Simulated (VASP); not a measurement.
# ZnAu2S4 (I4/mmm) in VASP: a series of runs

ZnAu2S4 is run at these levels: PBE; tasks: single point.

Program: VASP 6.6.1. These are calculated values, not measurements. Logs are shortened: lines on timing, memory, paths and dates and some standing lists are left out, and cuts for length are marked.

**1. The cell of the first run**

It takes space group I4/mmm (No. 139, tetragonal). Conventional cell: a = 4.752 Å, b = 4.752 Å, c = 13.956 Å, α = 90.00°, β = 90.00°, γ = 90.00°. Within 3.1 Å of Zn (site symmetry 4/mmm) lie 6 S at 2.38 to 2.40 Å. S (site symmetry 4mm) has 1 Au at 2.33 Å and 1 Zn at 2.40 Å within 3.1 Å. Within 3.1 Å of S (site symmetry mmm) lie 2 Zn at 2.38 Å. Au (site symmetry 4mm) has 1 S at 2.33 Å within 3.1 Å.

**2. Single point, PBE**

INCAR

```
PREC     = Accurate       # precision mode
ENCUT    = 520            # plane-wave cutoff, eV
EDIFF    = 1E-6           # SCF threshold, eV
ISMEAR   = 0              # smearing method
SIGMA    = 0.1            # smearing width, eV
LREAL    = F              # projectors in reciprocal space
LASPH    = T              # aspherical terms in the spheres
NELM     = 80             # most SCF steps
ALGO     = Normal         # electronic algorithm
ISIF     = 2              # what is computed and relaxed
LWAVE    = F              # write WAVECAR
LCHARG   = F              # write CHGCAR
GGA      = PE             # functional
NBANDS   = 38             # bands
```

KPOINTS

```
Automatic mesh
0
Gamma
  6 6 6
```

POSCAR

```
ZnAu2S4
1.0
   -2.3760000000      2.3760000000      6.9780000000
    2.3760000000     -2.3760000000      6.9780000000
    2.3760000000      2.3760000000     -6.9780000000
Zn S Au
1 4 2
Direct
    0.0000000000      0.0000000000      0.0000000000
    0.8280309500      0.8280309500      0.0000000000
    0.0000000000      0.5000000000      0.5000000000
    0.5000000000      0.0000000000      0.5000000000
    0.1719690500      0.1719690500      0.0000000000
    0.3387790200      0.3387790200      0.0000000000
    0.6612209800      0.6612209800      0.0000000000
```

Potentials or basis: VASP PAW PBE potentials, release 64 (Zn, S, Au).

The run is started by

```bash
$ cat potpaw_PBE.64/Zn/POTCAR potpaw_PBE.64/S/POTCAR potpaw_PBE.64/Au/POTCAR > POTCAR
$ mpirun -np 1 vasp_std > vasp.out
```

OUTCAR:

```text
PREC = Accurate
   ENCUT = 520
   EDIFF = 1E-6
   ISMEAR = 0
   LREAL = F
   LASPH = T
   NELM = 80
   ISIF = 2
   GGA = PE

 ion  position               nearest neighbor table
   1  0.000  0.000  0.000-   3 2.38   4 2.38   3 2.38   4 2.38   2 2.40   5 2.40
   2  0.828  0.828  0.000-   7 2.33   1 2.40
   3  0.000  0.500  0.500-   1 2.38   1 2.38
   4  0.500  0.000  0.500-   1 2.38   1 2.38
   5  0.172  0.172  0.000-   6 2.33   1 2.40
   6  0.339  0.339  0.000-   5 2.33
   7  0.661  0.661  0.000-   2 2.33

  LATTYP: Found a body centered tetragonal cell.
 ALAT       =     4.7520000000
 C/A-ratio  =     2.9368686869

  Lattice vectors:

 A1 = (  -2.3760000000,   2.3760000000,   6.9780000000)
 A2 = (   2.3760000000,  -2.3760000000,   6.9780000000)
 A3 = (   2.3760000000,   2.3760000000,  -6.9780000000)

Analysis of symmetry for initial positions (statically):
=====================================================================
 Subroutine PRICEL returns:
 Original cell was already a primitive cell.

 Routine SETGRP: Setting up the symmetry group for a
 body centered tetragonal supercell.

 Subroutine GETGRP returns: Found 16 space group operations
 (whereof 16 operations were pure point group operations)
 out of a pool of 16 trial point group operations.

The static configuration has the point symmetry D_4h.

Analysis of symmetry for dynamics (positions and initial velocities):
=====================================================================
 Subroutine PRICEL returns:
 Original cell was already a primitive cell.

 Routine SETGRP: Setting up the symmetry group for a
 body centered tetragonal supercell.

 Subroutine GETGRP returns: Found 16 space group operations
 (whereof 16 operations were pure point group operations)
 out of a pool of 16 trial point group operations.

The dynamic configuration has the point symmetry D_4h.

 Subroutine INISYM returns: Found 16 space group operations
 (whereof 16 operations are pure point group operations),
 and found     1 'primitive' translations

----------------------------------------------------------------------------------------

                                     Primitive cell

  volume of cell :     157.5737

  direct lattice vectors                    reciprocal lattice vectors
    -2.376000000  2.376000000  6.978000000     0.000000000  0.210437710  0.071653769
     2.376000000 -2.376000000  6.978000000     0.210437710  0.000000000  0.071653769
     2.376000000  2.376000000 -6.978000000     0.210437710  0.210437710  0.000000000

  length of vectors
     7.744884505  7.744884505  7.744884505     0.222302255  0.222302255  0.297603864

  position of ions in fractional coordinates (direct lattice)
     0.000000000  0.000000000  0.000000000
     0.828030950  0.828030950  0.000000000
     0.000000000  0.500000000  0.500000000
     0.500000000  0.000000000  0.500000000
     0.171969050  0.171969050  0.000000000
     0.338779020  0.338779020  0.000000000
     0.661220980  0.661220980  0.000000000

  ion indices of the primitive-cell ions
   primitive index   ion index
                 1           1
                 2           2
                 3           3
                 4           4
                 5           5
                 6           6
                 7           7

----------------------------------------------------------------------------------------

 KPOINTS: Automatic mesh

Automatic generation of k-mesh.
 Grid dimensions read from file:
 generate k-points for:    6    6    6

 Generating k-lattice:

  Cartesian coordinates                     Fractional coordinates (reciprocal lattice)
     0.000000000  0.035072952  0.011942295     0.166666667  0.000000000  0.000000000
     0.035072952  0.000000000  0.011942295     0.000000000  0.166666667  0.000000000
     0.035072952  0.035072952  0.000000000     0.000000000  0.000000000  0.166666667

  Length of vectors
     0.037050376  0.037050376  0.049600644

  Shift w.r.t. Gamma in fractional coordinates (k-lattice)
     0.000000000  0.000000000  0.000000000

 Subroutine IBZKPT returns following result:
 ===========================================

 Found     30 irreducible k-points:

 Following reciprocal coordinates:
            Coordinates               Weight
  0.000000  0.000000  0.000000      1.000000
  0.166667  0.000000 -0.000000      8.000000
  0.333333  0.000000 -0.000000      8.000000
  0.500000  0.000000  0.000000      4.000000
  0.166667  0.166667 -0.000000      8.000000
  0.333333  0.166667  0.000000     16.000000
[... 16 lines left out ...]
 -0.333333 -0.333333  0.166667      8.000000
 -0.166667 -0.333333  0.166667      8.000000
 [... further k-points ...]
   k-points           NKPTS =     30   k-points in BZ     NKDIM =     30   number of bands    NBANDS=     38
   number of dos      NEDOS =    301   number of ions     NIONS =      7
   total plane-waves  NPLWV = 216000
   dimension x,y,z NGX =    60 NGY =   60 NGZ =   60
[... 31 lines left out ...]
   IALGO  =     38    algorithm
   IMIX   =      4    mixing-type and parameters
     AMIX     =   0.40;   BMIX     =  1.00
     AMIX_MAG =   1.60;   BMIX_MAG =  1.00
  volume/ion in A,a.u.               =      22.51       151.91
  Fermi-wavevector in a.u.,A,eV,Ry     =   1.173247  2.217116 18.728544  1.376509
  Thomas-Fermi vector in A             =   2.309663
   LORBIT       =      0    0 simple, 1 ext, 2 COOP (PROOUT), +10 PAW based schemes
   GGA     = PE    functional components
   LHFCALC =     F    Hartree Fock is set to
   AEXX    =    0.0000 exact exchange contribution
   IVDW    =     0    specifies the selected vdW correction
   LEPSILON=     F    determine dielectric tensor
   LRPA    =     F    only Hartree local field effects (RPA)
 non-spin polarized calculation
 Gauss-broadening in eV      SIGMA  =   0.10
  energy-cutoff  :      520.00
  volume of cell :      157.57
 maximum number of plane-waves:      4274
 NGX is ok and might be reduce to    60
   NGX = 29   NGY = 29   NGZ = 29

 number of electron      58.0000007 magnetization

 Free energy of the ion-electron system (eV)
  ---------------------------------------------------
  ext. energy  EPLUGINS =         0.00000000
  ---------------------------------------------------
  free energy    TOTEN  =       -19.16074973 eV

  energy without entropy =      -19.11003748  energy(sigma->0) =      -19.13539361

 E-fermi :   3.0825     XC(G=0):  -9.7276

 val. band max:        3.0816083070   @ k =   0.3333   0.0000  -0.0000
 cond. band min:       3.0833684396   @ k =   0.3333   0.3333  -0.0000
 fundamental gap:      0.0017601326
 Fermi energy:         3.0824724861

 k-point     1 :       0.0000    0.0000    0.0000
  band No.  band energies     occupation
      1     -10.2408      2.00000
      2      -8.9095      2.00000
      3      -8.8268      2.00000
      4      -8.3695      2.00000
      5      -3.8309      2.00000
      6      -3.5486      2.00000
[... 30 lines left out ...]
     37      10.7399      0.00000
     38      10.7416      0.00000

 k-point     2 :       0.1667    0.0000   -0.0000
  band No.  band energies     occupation
      1     -10.1311      2.00000
      2      -8.9523      2.00000
      3      -8.7831      2.00000
      4      -8.4390      2.00000
      5      -3.8273      2.00000
      6      -3.5737      2.00000
[... 30 lines left out ...]
     37      10.1248      0.00000
     38      10.5270      0.00000

 k-point     3 :       0.3333    0.0000   -0.0000
  band No.  band energies     occupation
      1      -9.8460      2.00000
      2      -9.0023      2.00000
      3      -8.7829      2.00000
      4      -8.6028      2.00000
      5      -3.9089      2.00000
      6      -3.7533      2.00000
[... 30 lines left out ...]
     37       9.1814      0.00000
[... 781 lines left out ...]
 k-point    23 :      -0.3333   -0.3333    0.1667
  band No.  band energies     occupation
      1      -9.9427      2.00000
      2      -9.1415      2.00000
      3      -8.7190      2.00000
      4      -8.4930      2.00000
      5      -3.8098      2.00000
      6      -3.5726      2.00000
[... 30 lines left out ...]
     37       9.8768      0.00000
     38       9.9158      0.00000

 k-point    24 :      -0.1667   -0.3333    0.1667
  band No.  band energies     occupation
      1     -10.0765      2.00000
      2      -9.0983      2.00000
      3      -8.7247      2.00000
      4      -8.4371      2.00000
      5      -3.8097      2.00000
      6      -3.5713      2.00000
[... 30 lines left out ...]
     37       9.6860      0.00000
     38      10.0571      0.00000

 [... further k-points ...]

------------------------ aborting loop because EDIFF is reached ----------------------------------------

  FORCE on cell =-STRESS in cart. coord.  units (eV):
  Direction    XX          YY          ZZ          XY          YZ          ZX
  --------------------------------------------------------------------------------------
  -------------------------------------------------------------------------------------
  Total       -3.1308698     -3.1308698     -3.7525696      0.0000000      0.0000000     -0.0000000
  in kB      -31.8340398    -31.8340398    -38.1553558      0.0000000      0.0000000     -0.0000000
  external PRESSURE =     -33.9411451 kB  Pullay stress =       0.0000000 kB

 VOLUME and BASIS-vectors are now :
 -----------------------------------------------------------------------------
  energy-cutoff  :      520.00
  volume of cell :      157.57
      direct lattice vectors                 reciprocal lattice vectors
    -2.376000000  2.376000000  6.978000000     0.000000000  0.210437710  0.071653769
     2.376000000 -2.376000000  6.978000000     0.210437710  0.000000000  0.071653769
     2.376000000  2.376000000 -6.978000000     0.210437710  0.210437710  0.000000000

 POSITION                                       TOTAL-FORCE (eV/Angst)
 -----------------------------------------------------------------------------------
      0.00000      0.00000      0.00000        -0.000000     -0.000000      0.000000
      0.00000      0.00000     11.55600         0.000000      0.000000     -1.179897
      2.37600      0.00000      0.00000        -0.000000     -0.000000      0.000000
      0.00000      2.37600      0.00000        -0.000000     -0.000000      0.000000
      0.00000      0.00000      2.40000         0.000000      0.000000      1.179897
      0.00000      0.00000      4.72800        -0.000000     -0.000000      0.053217
      0.00000      0.00000      9.22800        -0.000000     -0.000000     -0.053217
 -----------------------------------------------------------------------------------
    total drift:                               -0.000000      0.000000      0.000000

  FREE ENERGIE OF THE ION-ELECTRON SYSTEM (eV)
  ---------------------------------------------------
  free  energy   TOTEN  =       -19.1607497334 eV

  energy  without entropy=      -19.1100374825  energy(sigma->0) =      -19.13539361
```

It took 16 min on 1 thread of Intel Xeon 8259CL, shared host; peak memory 0.54 GiB.

What came out:

| Property | Result |
| --- | --- |
| Free energy | -19.1607 eV |
| Pressure | -3.4 GPa |
| Largest force | 1.180 eV/Å |
| Band gap on the k mesh | zero (bands 29 and 30 overlap by 0.87 eV) |

Forces in eV/Å, atoms in the order of the input:
```
Zn   0.000  0.000  0.000
S    0.000  0.000 -1.180
S    0.000  0.000  0.000
S    0.000  0.000  0.000
S    0.000  0.000  1.180
Au   0.000  0.000  0.053
Au   0.000  0.000 -0.053
```

Stress tensor (GPa, compression positive):
```
-3.18  0.00  0.00
 0.00 -3.18  0.00
 0.00  0.00 -3.82
```

Caveat: the cell stands under tension; spin-orbit coupling is left out, which moves the levels of the heavy elements; forces of over 1 eV/Å act on the atoms, so gaps and moduli don't describe the material at rest.

**3. Single point, PBE**

This run uses another cell than the first one, of 23.29 Å³/atom.

INCAR

```
SYSTEM = ZnAu2S4
PREC = Accurate
ENCUT = 520
EDIFF = 1E-6
ISMEAR = 0
SIGMA = 0.1
LREAL = .FALSE.
LASPH = .TRUE.
NELM = 100
ALGO = Normal
ISIF = 2
LWAVE = .FALSE.
LCHARG = .TRUE.
GGA = PE
LELF = .TRUE.
LVHAR = .TRUE.
NBANDS = 38
```

KPOINTS

```
Automatic mesh
0
G
  6 6 6
  0 0 0
```

POSCAR

```
ZnAu2S4
1.0
   -2.3368722641      2.3368722641      7.4649191635
    2.3368722641     -2.3368722641      7.4649191635
    2.3368722641      2.3368722641     -7.4649191635
Zn S Au
1 4 2
Direct
    0.0000000000      0.0000000000      0.0000000000
    0.7440770739      0.7440770739      0.0000000000
    0.0000000000      0.5000000000      0.5000000000
    0.5000000000      0.0000000000      0.5000000000
    0.2559229261      0.2559229261      0.0000000000
    0.4074173284      0.4074173284      0.0000000000
    0.5925826716      0.5925826716      0.0000000000
```

Potentials or basis: VASP PAW PBE potentials, release 64 (Zn, S, Au).

The run is started by

```bash
$ cat potpaw_PBE.64/Zn/POTCAR potpaw_PBE.64/S/POTCAR potpaw_PBE.64/Au/POTCAR > POTCAR
$ mpirun -np 1 vasp_std > vasp.out
```

Run time: 18 min. Hardware: 1 thread of Intel Xeon 8259CL, shared host; peak memory 0.62 GiB.

Results (log left out):

```
Free energy            : -21.2273 eV
Pressure               : -0.1 GPa
Largest force          : 0.041 eV/Å
Band gap on the k mesh : zero (bands 29 and 30 overlap by 0.96 eV)
```

Forces in eV/Å, atoms in the order of the input:
```
Zn   0.000  0.000  0.000
S    0.000  0.000 -0.011
S    0.000  0.000  0.000
S    0.000  0.000  0.000
S    0.000  0.000  0.011
Au   0.000  0.000 -0.041
Au   0.000  0.000  0.041
```

Stress tensor (GPa, compression positive):
```
-0.06  0.00  0.00
 0.00 -0.06  0.00
 0.00  0.00 -0.14
```

Levels at points of the mesh, in eV from the Fermi level:
| k point | band 26 | band 27 | band 28 | band 29 | band 30 | band 31 | band 32 | band 33 |
| --- | --- | --- | --- | --- | --- | --- | --- | --- |
| (0.00, 0.00, 0.00) | -1.14 | -1.14 | -0.34 | 0.05 | 0.09 | 0.80 | 0.86 | 0.86 |
| (0.50, 0.00, 0.00) | -1.50 | -0.98 | -0.73 | -0.61 | -0.08 | 0.26 | 3.33 | 4.14 |
| (0.50, 0.50, 0.00) | -1.51 | -1.30 | 0.05 | 0.81 | 0.83 | 1.01 | 2.65 | 4.15 |
| (0.50, 0.50, 0.50) | -0.83 | -0.23 | -0.23 | 0.09 | 0.26 | 0.58 | 0.58 | 1.53 |

Caveat: spin-orbit coupling is left out, which moves the levels of the heavy elements.

**4. Single point, PBE, collinear spin**

INCAR

```
PREC     = Accurate       # precision mode
ENCUT    = 520            # plane-wave cutoff, eV
EDIFF    = 1E-6           # SCF threshold, eV
ISMEAR   = 0              # smearing method
SIGMA    = 0.1            # smearing width, eV
LREAL    = False          # projectors in reciprocal space
LASPH    = True           # aspherical terms in the spheres
NELM     = 150            # most SCF steps
ALGO     = Normal         # electronic algorithm
ISIF     = 2              # what is computed and relaxed
LWAVE    = False          # write WAVECAR
LCHARG   = False          # write CHGCAR
ISPIN    = 2              # spin polarisation
MAGMOM   = 0 0 0 0 0 1 1  # initial moments
LORBIT   = 11             # projections on sites
LMAXMIX  = 4              # l up to which the mixer works
GGA      = PE             # functional
NBANDS   = 42             # bands
```

KPOINTS

```
Automatic mesh
0
Gamma
  6 6 6
```

POSCAR

```
ZnAu2S4
1.0
   -2.3760000000      2.3760000000      6.9780000000
    2.3760000000     -2.3760000000      6.9780000000
    2.3760000000      2.3760000000     -6.9780000000
Zn S Au
1 4 2
Direct
    0.0000000000      0.0000000000      0.0000000000
    0.8280309500      0.8280309500      0.0000000000
    0.0000000000      0.5000000000      0.5000000000
    0.5000000000      0.0000000000      0.5000000000
    0.1719690500      0.1719690500      0.0000000000
    0.3387790200      0.3387790200      0.0000000000
    0.6612209800      0.6612209800      0.0000000000
```

The run is started by

```bash
$ cat potpaw_PBE.64/Zn/POTCAR potpaw_PBE.64/S/POTCAR potpaw_PBE.64/Au/POTCAR > POTCAR
$ mpirun -np 1 vasp_std > vasp.out
```

Run time: 37 min. Hardware: 1 thread of Intel Xeon 8259CL, shared host; peak memory 0.85 GiB.

The run converged. Its results:

```yaml
Free_energy: -19.1617 eV
Pressure: -3.3 GPa
Largest_force: 1.216 eV/Å
Net_moment: 0.82 μB per cell
Site_moments: Zn +0.01; S +0.14, +0.11 (each value once); Au +0.04 μB
Valence_electrons_inside_the_program's_atomic_spheres: Zn 10.81; S 3.57, 3.60 (each value once); Au 9.43
```

Forces in eV/Å, atoms in the order of the input:
```
Zn   0.000  0.000  0.000
S    0.000  0.000 -1.216
S    0.000  0.000  0.000
S    0.000  0.000  0.000
S    0.000  0.000  1.216
Au   0.000  0.000  0.049
Au   0.000  0.000 -0.049
```

Stress tensor (GPa, compression positive):
```
-3.11  0.00  0.00
 0.00 -3.11  0.00
 0.00  0.00 -3.81
```

Levels at points of the mesh, in eV from the Fermi level:
Spin up:
```
           k point  band 26  band 27  band 28  band 29  band 30  band 31  band 32  band 33
(0.00, 0.00, 0.00)    -0.90    -0.90    -0.56    -0.24    -0.04    -0.04     1.06     1.90
(0.50, 0.00, 0.00)    -1.28    -0.62    -0.23    -0.23     0.10     0.40     2.58     2.62
(0.50, 0.50, 0.00)    -1.06    -0.96     0.00     0.29     0.46     0.50     0.82     3.11
(0.50, 0.50, 0.50)    -0.93    -0.72    -0.72    -0.56    -0.50    -0.28    -0.28     3.47
```
Spin down:
| k point | band 26 | band 27 | band 28 | band 29 | band 30 | band 31 | band 32 | band 33 |
| --- | --- | --- | --- | --- | --- | --- | --- | --- |
| (0.00, 0.00, 0.00) | -0.70 | -0.70 | -0.43 | -0.14 | 0.14 | 0.14 | 1.10 | 1.95 |
| (0.50, 0.00, 0.00) | -1.15 | -0.51 | -0.06 | -0.04 | 0.26 | 0.57 | 2.65 | 2.69 |
| (0.50, 0.50, 0.00) | -1.00 | -0.76 | 0.22 | 0.46 | 0.59 | 0.67 | 0.86 | 3.18 |
| (0.50, 0.50, 0.50) | -0.76 | -0.51 | -0.51 | -0.48 | -0.43 | -0.13 | -0.13 | 3.56 |

Caveat: the cell stands under tension; a moment this small can come from the mesh or the smearing; spin-orbit coupling is left out, which moves the levels of the heavy elements; forces of over 1 eV/Å act on the atoms, so gaps and moduli don't describe the material at rest.

**5. Overview**

| spin | cell | gap on the mesh (eV) | pressure (GPa) | largest force (eV/Å) |
| --- | --- | --- | --- | --- |
| off | a = 7.745 Å, angles 144.3, 144.3, 51.4°, 7 atoms, atomic positions A | none | -3.4 | 1.18 |
| off | a = 8.164 Å, angles 146.7, 146.7, 47.8°, 7 atoms, atomic positions B | none | -0.1 | 0.04 |
| collinear | a = 7.745 Å, angles 144.3, 144.3, 51.4°, 7 atoms, atomic positions A | none | -3.3 | 1.22 |

Alike in all rows: task single point; level PBE; potentials or basis VASP PAW PBE potentials, release 64 (Zn, S, Au); k mesh 6 × 6 × 6; cutoff (eV) 520; smearing gaussian 0.1 eV.

Caveats: spin-orbit coupling is left out, which moves the levels of the heavy elements; the cell stands under tension (at least some runs); forces of over 1 eV/Å act on the atoms, so gaps and moduli don't describe the material at rest (at least some runs); a moment this small can come from the mesh or the smearing (at least some runs).

Absolute energies hang on the potentials; compare differences alone.

The gap in the log of VASP goes by the Fermi energy; the results here count the filled bands.